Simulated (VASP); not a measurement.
Here is a VASP 6.6.1 calculation.

INCAR

```
PREC = Accurate
ENCUT = 520
EDIFF = 1E-7
ISMEAR = -1
SIGMA = 0.1
LREAL = False
LASPH = True
NELM = 60
ALGO = Normal
ISIF = 2
LWAVE = False
LCHARG = False
GGA = PE
NBANDS = 32
```

Contents of KPOINTS:

```
Automatic mesh
0
Gamma
  5 5 3
```

POSCAR

```
MgBiF4
1.0
    3.6685540000      0.0000000000      0.0000000000
    0.0000000000      3.6685540000      0.0000000000
    0.0000000000      0.0000000000      6.4585220000
Bi Mg F
1 1 4
Direct
    0.0000000000      0.0000000000      0.0000000000
    0.5000000000      0.5000000000      0.5000000000
    0.5000000000      0.0000000000      0.5000000000
    0.0000000000      0.5000000000      0.5000000000
    0.5000000000      0.5000000000      0.2100000000
    0.5000000000      0.5000000000      0.7900000000
```

Potentials or basis: VASP PAW PBE potentials, release 64 (Bi_d, Mg, F).

Run with:

```console
$ cat potpaw_PBE.64/Bi_d/POTCAR potpaw_PBE.64/Mg/POTCAR potpaw_PBE.64/F/POTCAR > POTCAR
$ mpirun -np 1 vasp_std > vasp.out
```

(1) Predict the pressure.

(2) Estimate the largest force.

## Answers

(1) 4.9 GPa.

(2) 2.740 eV/Å.

Caveat: an odd number of electrons without spin polarisation forces a metal; a magnetic or distorted state may lie lower.
